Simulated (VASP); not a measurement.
# Zn2GeN3 (P-3m1) in VASP: further runs

Runs on Zn2GeN3. Level: PBE. Tasks: single point, relaxation of cell and atoms.

Program: VASP 6.6.1. These are calculated values, not measurements. Logs are shortened: lines on timing, memory, paths and dates and some standing lists are left out, and cuts for length are marked.

### Step 1. The cell of the first run

Symmetry: P-3m1, No. 164, trigonal system. The conventional cell has a = 3.002 Å, b = 3.002 Å, c = 7.668 Å, α = 90.00°, β = 90.00°, γ = 120.00°. Within 2.8 Å of Zn (site symmetry 3m) lie 6 N at 2.12 to 2.30 Å. Ge (site symmetry -3m) has 6 N at 2.05 Å within 2.7 Å. N (site symmetry 3m) has 3 Ge at 2.05 Å and 3 Zn at 2.30 Å and 9 N at 2.80 to 3.00 Å within 3.1 Å. N (site symmetry -3m) has 6 Zn at 2.12 Å within 2.8 Å.

### Step 2. Single point, PBE

INCAR reads:

```
SYSTEM = Zn2GeN3
ALGO = Normal
EDIFF = 1E-6
ENCUT = 520
GGA = PE
ISIF = 2
ISMEAR = 0
LASPH = .True.
LCHARG = .False.
LREAL = .False.
LWAVE = .False.
NBANDS = 36
NELM = 80
PREC = Accurate
SIGMA = 0.1
```

KPOINTS reads:

```
k-points
0
Gamma
  12 12 6
  0 0 0
```

POSCAR reads:

```
Zn2GeN3
1.0
    3.0015703697      0.0000000000      0.0000000000
   -1.5007851849      2.5994361914      0.0000000000
    0.0000000000      0.0000000000      7.6676372793
Zn Ge N
2 1 3
Direct
    0.3333333333      0.6666666667      0.8401869751
    0.6666666667      0.3333333333      0.1598130249
    0.0000000000      0.0000000000      0.5000000000
    0.3333333333      0.6666666667      0.3565174348
    0.6666666667      0.3333333333      0.6434825652
    0.0000000000      0.0000000000      0.0000000000
```

Potentials or basis: VASP PAW PBE potentials, release 64 (Zn, Ge_d, N).

Started as:

```console
$ cat potpaw_PBE.64/Zn/POTCAR potpaw_PBE.64/Ge_d/POTCAR potpaw_PBE.64/N/POTCAR > POTCAR
$ mpirun -np 1 vasp_std > vasp.out
```

OUTCAR:

```text
SYSTEM = Zn2GeN3
   EDIFF = 1E-6
   ENCUT = 520
   GGA = PE
   ISIF = 2
   ISMEAR = 0
   LASPH = .True.
   LREAL = .False.
   NELM = 80
   PREC = Accurate

 ion  position               nearest neighbor table
   1  0.333  0.667  0.840-   6 2.12   6 2.12   6 2.12   5 2.30   5 2.30   5 2.30   2 3.00   2 3.00
                             2 3.00
   2  0.667  0.333  0.160-   6 2.12   6 2.12   6 2.12   4 2.30   4 2.30   4 2.30   1 3.00   1 3.00
                             1 3.00
   3  0.000  0.000  0.500-   4 2.05   5 2.05   5 2.05   4 2.05   5 2.05   4 2.05
   4  0.333  0.667  0.357-   3 2.05   3 2.05   3 2.05   2 2.30   2 2.30   2 2.30
   5  0.667  0.333  0.643-   3 2.05   3 2.05   3 2.05   1 2.30   1 2.30   1 2.30
   6  0.000  0.000  0.000-   2 2.12   1 2.12   2 2.12   1 2.12   2 2.12   1 2.12

  LATTYP: Found a hexagonal cell.
 ALAT       =     3.0015703697
 C/A-ratio  =     2.5545419014

  Lattice vectors:

 A1 = (   3.0015703697,   0.0000000000,   0.0000000000)
 A2 = (  -1.5007851849,   2.5994361914,   0.0000000000)
 A3 = (   0.0000000000,   0.0000000000,   7.6676372793)

Analysis of symmetry for initial positions (statically):
=====================================================================
 Subroutine PRICEL returns:
 Original cell was already a primitive cell.

 Routine SETGRP: Setting up the symmetry group for a
 hexagonal supercell.

 Subroutine GETGRP returns: Found 12 space group operations
 (whereof 12 operations were pure point group operations)
 out of a pool of 24 trial point group operations.

The static configuration has the point symmetry D_3d.

Analysis of symmetry for dynamics (positions and initial velocities):
=====================================================================
 Subroutine PRICEL returns:
 Original cell was already a primitive cell.

 Routine SETGRP: Setting up the symmetry group for a
 hexagonal supercell.

 Subroutine GETGRP returns: Found 12 space group operations
 (whereof 12 operations were pure point group operations)
 out of a pool of 24 trial point group operations.

The dynamic configuration has the point symmetry D_3d.

 Subroutine INISYM returns: Found 12 space group operations
 (whereof 12 operations are pure point group operations),
 and found     1 'primitive' translations

----------------------------------------------------------------------------------------

                                     Primitive cell

  volume of cell :      59.8259

  direct lattice vectors                    reciprocal lattice vectors
     3.001570370  0.000000000  0.000000000     0.333158939  0.192349403  0.000000000
    -1.500785185  2.599436191  0.000000000     0.000000000  0.384698806  0.000000000
     0.000000000  0.000000000  7.667637279     0.000000000  0.000000000  0.130418271

  length of vectors
     3.001570370  3.001570370  7.667637279     0.384698806  0.384698806  0.130418271

  position of ions in fractional coordinates (direct lattice)
     0.333333333  0.666666667  0.840186975
     0.666666667  0.333333333  0.159813025
     0.000000000  0.000000000  0.500000000
     0.333333333  0.666666667  0.356517435
     0.666666667  0.333333333  0.643482565
     0.000000000  0.000000000  0.000000000

  ion indices of the primitive-cell ions
   primitive index   ion index
                 1           1
                 2           2
                 3           3
                 4           4
                 5           5
                 6           6

----------------------------------------------------------------------------------------

 KPOINTS: k-points

Automatic generation of k-mesh.
 Grid dimensions read from file:
 generate k-points for:   12   12    6

 Generating k-lattice:

  Cartesian coordinates                     Fractional coordinates (reciprocal lattice)
     0.027763245  0.016029117  0.000000000     0.083333333  0.000000000  0.000000000
     0.000000000  0.032058234  0.000000000     0.000000000  0.083333333  0.000000000
     0.000000000  0.000000000  0.021736379     0.000000000  0.000000000  0.166666667

  Length of vectors
     0.032058234  0.032058234  0.021736379

  Shift w.r.t. Gamma in fractional coordinates (k-lattice)
     0.000000000  0.000000000  0.000000000

 Subroutine IBZKPT returns following result:
 ===========================================

 Found    100 irreducible k-points:

 Following reciprocal coordinates:
            Coordinates               Weight
  0.000000  0.000000  0.000000      1.000000
  0.083333 -0.000000  0.000000      6.000000
  0.166667 -0.000000  0.000000      6.000000
  0.250000  0.000000  0.000000      6.000000
  0.333333 -0.000000  0.000000      6.000000
  0.416667  0.000000  0.000000      6.000000
[... 16 lines left out ...]
  0.166667 -0.000000  0.166667      6.000000
  0.000000  0.166667  0.166667      6.000000
 [... further k-points ...]
   k-points           NKPTS =    100   k-points in BZ     NKDIM =    100   number of bands    NBANDS=     36
   number of dos      NEDOS =    301   number of ions     NIONS =      6
   total plane-waves  NPLWV =  34560
   dimension x,y,z NGX =    24 NGY =   24 NGZ =   60
   dimension x,y,z NGXF=    48 NGYF=   48 NGZF=  120
   ions per type =               2   1   3
   NGX,Y,Z   is equivalent  to a cutoff of  13.29, 13.29, 13.01 a.u.
   NGXF,Y,Z  is equivalent  to a cutoff of  26.59, 26.59, 26.02 a.u.
 SYSTEM =  Zn2GeN3
   PREC   = accura    normal or accurate (medium, high low for compatibility)
   ISTART =      0    job   : 0-new  1-cont  2-samecut
   ICHARG =      2    charge: 1-file 2-atom 10-const
   ISPIN  =      1    spin polarized calculation?
   LNONCOLLINEAR =      F non collinear calculations
   LSORBIT =      F    spin-orbit coupling
   LASPH  =      T    aspherical Exc in radial PAW
   ENCUT  =  520.0 eV  38.22 Ry    6.18 a.u.   5.58  5.58 14.26*2*pi/ulx,y,z
   NELM   =     80;   NELMIN=  2; NELMDL= -5     # of ELM steps
   EDIFF  = 0.1E-05   stopping-criterion for ELM
   LREAL  =      F    real-space projection
[... 7 lines left out ...]
   TEBEG  =    0.0;   TEEND  =   0.0 temperature during run
   PSTRESS=    0.0 pullay stress
   NELECT =      53.0000    total number of electrons
   NUPDOWN=      -1.0000    fix difference up-down
   EMIN   =  10.00;   EMAX   =-10.00  energy-range for DOS
   EFERMI =   0.00;   METHOD = LEGACY
   ISMEAR =     0;   SIGMA  =   0.10  broadening in eV -4-tet -1-fermi 0-gaus
   EFERMI_NEDOS =   21; number of points for ismear=-14 and -15
   IALGO  =     38    algorithm
   IMIX   =      4    mixing-type and parameters
     AMIX     =   0.40;   BMIX     =  1.00
     AMIX_MAG =   1.60;   BMIX_MAG =  1.00
  volume/ion in A,a.u.               =       9.97        67.29
  Fermi-wavevector in a.u.,A,eV,Ry     =   1.572306  2.971227 33.635585  2.472146
  Thomas-Fermi vector in A             =   2.673760
   LORBIT       =      0    0 simple, 1 ext, 2 COOP (PROOUT), +10 PAW based schemes
   GGA     = PE    functional components
   LHFCALC =     F    Hartree Fock is set to
   AEXX    =    0.0000 exact exchange contribution
   IVDW    =     0    specifies the selected vdW correction
   LEPSILON=     F    determine dielectric tensor
   LRPA    =     F    only Hartree local field effects (RPA)
 non-spin polarized calculation
 Gauss-broadening in eV      SIGMA  =   0.10
  energy-cutoff  :      520.00
  volume of cell :       59.83
 maximum number of plane-waves:      1637
 NGX is ok and might be reduce to    24
   NGX = 11   NGY = 11   NGZ = 29

 number of electron      53.0000000 magnetization

 Free energy of the ion-electron system (eV)
  ---------------------------------------------------
  ext. energy  EPLUGINS =         0.00000000
  ---------------------------------------------------
  free energy    TOTEN  =       -29.32642498 eV

  energy without entropy =      -29.31137232  energy(sigma->0) =      -29.31889865

 E-fermi :   5.2795     XC(G=0): -12.5384

 val. band max:        5.2700777815   @ k =   0.4167   0.0833   0.5000
 cond. band min:       5.2856795950   @ k =   0.0000   0.4167   0.3333
 fundamental gap:      0.0156018135
 Fermi energy:         5.2795401747

 k-point     1 :       0.0000    0.0000    0.0000
  band No.  band energies     occupation
      1     -19.0852      2.00000
      2     -19.0852      2.00000
      3     -19.0799      2.00000
      4     -19.0137      2.00000
      5     -19.0137      2.00000
      6     -12.2765      2.00000
[... 28 lines left out ...]
     35      17.9635      0.00000
     36      17.9635      0.00000

 k-point     2 :       0.0833   -0.0000    0.0000
  band No.  band energies     occupation
      1     -19.0914      2.00000
      2     -19.0792      2.00000
      3     -19.0746      2.00000
      4     -19.0185      2.00000
      5     -19.0141      2.00000
      6     -12.1569      2.00000
[... 28 lines left out ...]
     35      17.0790      0.00000
     36      18.1276      0.00000

 k-point     3 :       0.1667   -0.0000    0.0000
  band No.  band energies     occupation
      1     -19.1103      2.00000
      2     -19.0645      2.00000
      3     -19.0605      2.00000
      4     -19.0294      2.00000
      5     -19.0135      2.00000
      6     -11.8014      2.00000
[... 28 lines left out ...]
     35      15.8321      0.00000
     36      17.1202      0.00000
[... 742 lines left out ...]
 k-point    23 :       0.1667   -0.0000    0.1667
  band No.  band energies     occupation
      1     -19.1103      2.00000
      2     -19.0645      2.00000
      3     -19.0605      2.00000
      4     -19.0294      2.00000
      5     -19.0135      2.00000
      6     -11.7923      2.00000
[... 28 lines left out ...]
     35      15.8947      0.00000
     36      17.2012      0.00000

 k-point    24 :       0.0000    0.1667    0.1667
  band No.  band energies     occupation
      1     -19.1103      2.00000
      2     -19.0645      2.00000
      3     -19.0605      2.00000
      4     -19.0294      2.00000
      5     -19.0135      2.00000
      6     -11.7920      2.00000
[... 28 lines left out ...]
     35      15.8936      0.00000
     36      16.8746      0.00000

 [... further k-points ...]

------------------------ aborting loop because EDIFF is reached ----------------------------------------

  FORCE on cell =-STRESS in cart. coord.  units (eV):
  Direction    XX          YY          ZZ          XY          YZ          ZX
  --------------------------------------------------------------------------------------
  -------------------------------------------------------------------------------------
  Total        0.2162954      0.2162954      0.2348424     -0.0000000     -0.0000000      0.0000000
  in kB        5.7925330      5.7925330      6.2892355     -0.0000000     -0.0000000      0.0000000
  external PRESSURE =       5.9581005 kB  Pullay stress =       0.0000000 kB

 VOLUME and BASIS-vectors are now :
 -----------------------------------------------------------------------------
  energy-cutoff  :      520.00
  volume of cell :       59.83
      direct lattice vectors                 reciprocal lattice vectors
     3.001570370  0.000000000  0.000000000     0.333158939  0.192349403  0.000000000
    -1.500785185  2.599436191  0.000000000     0.000000000  0.384698806  0.000000000
     0.000000000  0.000000000  7.667637279     0.000000000  0.000000000  0.130418271

 POSITION                                       TOTAL-FORCE (eV/Angst)
 -----------------------------------------------------------------------------------
     -0.00000      1.73296      6.44225        -0.000000      0.000000     -0.024835
      1.50079      0.86648      1.22539         0.000000     -0.000000      0.024835
      0.00000      0.00000      3.83382         0.000000      0.000000      0.000000
     -0.00000      1.73296      2.73365        -0.000000      0.000000      0.014009
      1.50079      0.86648      4.93399         0.000000     -0.000000     -0.014009
      0.00000      0.00000      0.00000         0.000000      0.000000      0.000000
 -----------------------------------------------------------------------------------
    total drift:                               -0.000000     -0.000000      0.000000

  FREE ENERGIE OF THE ION-ELECTRON SYSTEM (eV)
  ---------------------------------------------------
  free  energy   TOTEN  =       -29.3264249786 eV

  energy  without entropy=      -29.3113723165  energy(sigma->0) =      -29.31889865
```

It took 3 min on 1 thread of Intel Xeon Platinum 8488C (Sapphire Rapids), shared host; peak memory 0.31 GiB.

Results:

| Quantity | Value |
| --- | --- |
| Free energy | -29.3264 eV |
| Pressure | 0.6 GPa |
| Largest force | 0.025 eV/Å |
| Band gap on the k mesh | zero (an odd number of electrons rules out a gap without spin polarisation) |

Forces on the atoms (eV/Å):
```
Zn   0.000  0.000 -0.025
Zn   0.000  0.000  0.025
Ge   0.000  0.000  0.000
N    0.000  0.000  0.014
N    0.000  0.000 -0.014
N    0.000  0.000  0.000
```

Levels at points of the mesh, in eV from the Fermi level:
```
           k point  band 24  band 25  band 26  band 27  band 28  band 29
(0.00, 0.00, 0.00)    -0.62    -0.62     0.52     0.52     1.89     4.79
(0.50, 0.00, 0.00)    -1.38    -1.34    -0.72    -0.47     1.24     5.68
(0.00, 0.00, 0.50)    -0.69    -0.69     0.54     0.54     3.17     4.31
(0.50, 0.00, 0.50)    -2.95    -1.45     0.05     0.13     2.10     4.08
```

### Step 3. Relaxation of cell and atoms, PBE

INCAR reads:

```
ALGO = Normal ; EDIFF = 1E-6
EDIFFG = -0.01 ; ENCUT = 600
GGA = PE ; IBRION = 2
ISIF = 3 ; ISMEAR = 0
LASPH = T ; LCHARG = F
LREAL = F ; LWAVE = F
NELM = 60 ; NSW = 100
PREC = Accurate ; SIGMA = 0.1
```

KPOINTS reads:

```
k-points
0
Gamma
  12 12 6
```

POSCAR reads:

```
Zn2GeN3
1.0
    3.0006123625      0.0000000000      0.0000000000
   -1.5003061813      2.5986065329      0.0000000000
    0.0000000000      0.0000000000      7.6804524311
Zn Ge N
2 1 3
Direct
    0.3333333333      0.6666666667      0.8405283004
    0.6666666667      0.3333333333      0.1594716996
    0.0000000000      0.0000000000      0.5000000000
    0.3333333333      0.6666666667      0.3562416005
    0.6666666667      0.3333333333      0.6437583995
    0.0000000000      0.0000000000      0.0000000000
```

Potentials or basis: VASP PAW PBE potentials, release 64 (Zn, Ge_d, N).

Started as:

```console
$ cat potpaw_PBE.64/Zn/POTCAR potpaw_PBE.64/Ge_d/POTCAR potpaw_PBE.64/N/POTCAR > POTCAR
$ mpirun -np 1 vasp_std > vasp.out
```

Run time: 7.5 min. Hardware: 1 thread of Intel Xeon Platinum 8488C (Sapphire Rapids), shared host; peak memory 0.35 GiB.

It converged, with:

```
Free energy                           : -29.3318 eV
Relaxed volume                        : 10.00 Å³/atom
Relaxed cell                          : a = 3.004 Å, b = 3.004 Å, c = 7.674 Å, α = 90.00°, β = 90.00°, γ = 120.00°
Space group after relaxing (to 0.1 Å) : P-3m1 (No. 164)
Energy gained by relaxing             : 0.1 meV/atom
Ionic steps                           : 7
Pressure after relaxing               : 0.0 GPa
Largest force after relaxing          : 0.007 eV/Å
Band gap on the k mesh                : zero (an odd number of electrons rules out a gap without spin polarisation)
```

Forces on the atoms (eV/Å):
```
Zn   0.000  0.000 -0.007
Zn   0.000  0.000  0.007
Ge   0.000  0.000  0.000
N    0.000  0.000 -0.003
N    0.000  0.000  0.003
N    0.000  0.000  0.000
```

Stress tensor (GPa, compression positive):
```
-0.04  0.00  0.00
 0.00 -0.04  0.00
 0.00  0.00  0.13
```

Step by step:
| step | energy change (eV) | largest force (eV/Å) | pressure (GPa) | volume (Å³) |
| --- | --- | --- | --- | --- |
| 1 | 0.0000 | 0.0595 | 0.25 | 59.89 |
| 2 | -0.0006 | 0.0193 | -0.09 | 60.02 |
| 3 | -0.0006 | 0.0155 | -0.23 | 60.04 |
| 4 | -0.0006 | 0.0178 | -0.11 | 60.03 |
| 5 | -0.0006 | 0.0165 | -0.18 | 60.03 |
| 6 | -0.0006 | 0.0095 | 0.11 | 59.96 |
| 7 | -0.0006 | 0.0071 | 0.02 | 59.98 |

Final structure:
```
Zn Ge N
1.0
     3.00409    0.00000    0.00000
    -1.50205    2.60162    0.00000
     0.00000    0.00000    7.67432
Zn Ge N
2 1 3
Cartesian
  0.0000 1.7344 6.4466
  1.5020 0.8672 1.2277
  0.0000 0.0000 3.8372
  0.0000 1.7344 2.7378
  1.5020 0.8672 4.9365
  0.0000 0.0000 0.0000
```

Levels at points of the mesh, in eV from the Fermi level:
| k point | band 24 | band 25 | band 26 | band 27 | band 28 | band 29 |
| --- | --- | --- | --- | --- | --- | --- |
| (0.00, 0.00, 0.00) | -0.62 | -0.62 | 0.52 | 0.52 | 1.86 | 4.78 |
| (0.50, 0.00, 0.00) | -1.37 | -1.34 | -0.72 | -0.46 | 1.23 | 5.66 |
| (0.00, 0.00, 0.50) | -0.69 | -0.69 | 0.54 | 0.54 | 3.15 | 4.29 |
| (0.50, 0.00, 0.50) | -2.94 | -1.44 | 0.04 | 0.13 | 2.10 | 4.07 |
